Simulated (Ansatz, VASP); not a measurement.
**One calculation of BN, two programs**

```
B N
1.0
     0.00000    1.80750    1.80750
     1.80750    0.00000    1.80750
     1.80750    1.80750    0.00000
B N
1 1
Direct
  0.00000 0.00000 0.00000
  0.75000 0.75000 0.75000
```

Alike in both runs: task electric field gradients; functional r2SCAN; k mesh 11 × 11 × 11; occupations fermi-dirac, width 0.02 eV; no spin polarisation.

|  | VASP | Ansatz |
| --- | --- | --- |
| version | VASP 6.6.1 | Ansatz 0.2.0 |
| potentials or method | VASP PAW PBE potentials, release 64 (B_h, N_h) | PAW with Ansatz's default frozen-core files, scalar-relativistic |
| plane-wave cutoff (eV) | 1080 | 500 |
| valence electrons in the cell | 8 | 8 |

```csv
,VASP,Ansatz,Ansatz less VASP
gap on the k mesh at the Fermi level (eV),5.10,5.11,+0.006
```

VASP's potentials were made for PBE, not for r2SCAN.
